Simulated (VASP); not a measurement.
Here is a VASP 6.6.1 calculation.

File POSCAR:

```
SnO2
1.0
    0.0000000000      2.5334669701      2.5334669701
    2.5334669701      0.0000000000      2.5334669701
    2.5334669701      2.5334669701      0.0000000000
Sn O
1 2
Direct
    0.0000000000      0.0000000000      0.0000000000
    0.2500000000      0.2500000000      0.2500000000
    0.7500000000      0.7500000000      0.7500000000
```

The input INCAR.step1:

```
SYSTEM = SnO2
ALGO = Normal
EDIFF = 1E-8
ENCUT = 500
GGA = PE
ISMEAR = 0
LASPH = .True.
LCHARG = .False.
LREAL = .False.
LWAVE = .True.
NELM = 80
PREC = Accurate
SIGMA = 0.01
```

INCAR.step2

```
SYSTEM = SnO2
ALGO = Exact
EDIFF = 1E-8
ENCUT = 500
GGA = PE
ISMEAR = 0
ISTART = 1
LASPH = .True.
LCHARG = .False.
LOPTICS = .True.
LREAL = .False.
LWAVE = .True.
NBANDS = 135
NELM = 1
PREC = Accurate
SIGMA = 0.01
```

Contents of INCAR.step3:

```
SYSTEM = SnO2
ALGO = EVGW0
EDIFF = 1E-8
ENCUT = 500
ENCUTGW = 140.0
GGA = PE
ISMEAR = 0
ISTART = 1
LASPH = .True.
LCHARG = .False.
LREAL = .False.
LWAVE = .False.
NBANDS = 135
NBANDSGW = 21
NELMGW = 1
NOMEGA = 96
OMEGAMAX = 30
PREC = Accurate
PRECFOCK = Fast
SIGMA = 0.01
```

KPOINTS

```
k-points
0
Gamma
  4 4 4
  0 0 0
```

Potentials or basis: VASP PAW PBE potentials, release 64 (Sn_d_GW, O_GW).

Command:

```console
$ cat potpaw_PBE.64/Sn_d_GW/POTCAR potpaw_PBE.64/O_GW/POTCAR > POTCAR
$ cp INCAR.step1 INCAR
$ mpirun -np 1 vasp_std > vasp.out
$ cp INCAR.step2 INCAR
$ mpirun -np 1 vasp_std > vasp.out
$ cp INCAR.step3 INCAR
$ mpirun -np 1 vasp_std > vasp.out
```

Task: What does it give for the quasiparticle gap?

Result: 1.02 eV.

Task: Estimate the least direct quasiparticle gap.

Result: 2.54 eV.

Task: Estimate the band gap of the starting levels on the mesh.

Result: 0.27 eV.

Task: Estimate the least direct gap of the starting levels on the mesh.

Result: 1.67 eV.

Caveat: the k points lie up to 0.54 Å⁻¹ apart; bands, screening cutoff and mesh are small and nothing is extrapolated, so the quasiparticle values aren't converged; the structure was generated, so it needn't be the stable form of SnO2; spin-orbit coupling is left out, which moves the levels of the heavy elements.
